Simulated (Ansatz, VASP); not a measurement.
# One calculation of Be3CdO4, two programs

The input INCAR:

```
SYSTEM = Be3CdO4
PREC = Accurate ; ENCUT = 600
EDIFF = 1E-7 ; ISMEAR = 0
SIGMA = 0.15 ; LREAL = .False.
LASPH = .True. ; NELM = 120
ALGO = Normal ; ISIF = 3
LWAVE = .False. ; LCHARG = .False.
GGA = PE ; IBRION = 2
NSW = 36 ; EDIFFG = -0.08
GGA_COMPAT = .False. ; NELMIN = 4
```

The input KPOINTS:

```
Automatic mesh
0
Gamma
  3 3 2
  0 0 0
```

The input POSCAR:

```
Be3CdO4
1.0
    4.0480989400      0.0000000000      0.0000000000
   -2.0240494700      3.5057565200      0.0000000000
    0.0000000000      0.0000000000      6.0771961000
Be Cd O
3 1 4
Direct
    0.5000000000      0.0000000000      0.5000000000
    0.0000000000      0.5000000000      0.5000000000
    0.5000000000      0.5000000000      0.5000000000
    0.0000000000      0.0000000000      0.0000000000
    0.3333333300      0.6666666700      0.7872725200
    0.6666666700      0.3333333300      0.7872725200
    0.6666666700      0.3333333300      0.2127274800
    0.3333333300      0.6666666700      0.2127274800
```

Input for Ansatz:

```yaml
crystal:
  lattice:
    - [4.04809894, 0.0, 0.0]
    - [-2.02404947, 3.50575652, 0.0]
    - [0.0, 0.0, 6.0771961]
  atoms:
    - { symbol: Be, position: [0.5, 0.0, 0.5] }
    - { symbol: Be, position: [0.0, 0.5, 0.5] }
    - { symbol: Be, position: [0.5, 0.5, 0.5] }
    - { symbol: Cd, position: [0.0, 0.0, 0.0] }
    - { symbol: O, position: [0.33333333, 0.66666667, 0.78727252] }
    - { symbol: O, position: [0.66666667, 0.33333333, 0.78727252] }
    - { symbol: O, position: [0.66666667, 0.33333333, 0.21272748] }
    - { symbol: O, position: [0.33333333, 0.66666667, 0.21272748] }
basis:
  ecutwfc: 420
kpoints:
  mp_grid: { grid: [3, 3, 2] }
hamiltonian:
  xc: pbe
scf:
  occupations: { method: gaussian, width: 0.15 }
  lower_state_search: "off"
output:
  forces: true
  stress: true
  eigenvalues: true
relax:
  adjacent_minimum: "off"
  f_tol: 0.08
  max_steps: 16
  cell: { stress_tol: 0.8 }
```

Alike in both runs: task relaxation of cell and atoms; functional PBE; k mesh 3 × 3 × 2; occupations gaussian, width 0.15 eV; no spin polarisation.

|  | VASP | Ansatz |
| --- | --- | --- |
| version | VASP 6.6.1 | Ansatz 0.2.0 |
| potentials or method | VASP PAW PBE potentials, release 64 (Be, Cd, O), cutoff 600 eV | scalar-relativistic, plane waves, PAW |
| valence electrons in the cell | 42 | 50 |

```tsv
	VASP	Ansatz	Ansatz less VASP
gap on the k mesh at the Fermi level, each at its own relaxed structure (eV)	0.25	0.25	+0.001
relaxed volume (Å³/atom)	10.52	10.54	+0.014
relaxed cell length with the largest relative difference (Å)	5.174	5.181	+0.0072
```

VASP's potentials hold 42 valence electrons a cell and Ansatz's 50, so a difference there can come from the potentials and not from the codes.

The k mesh is coarse, so the values compare programs but aren't converged.
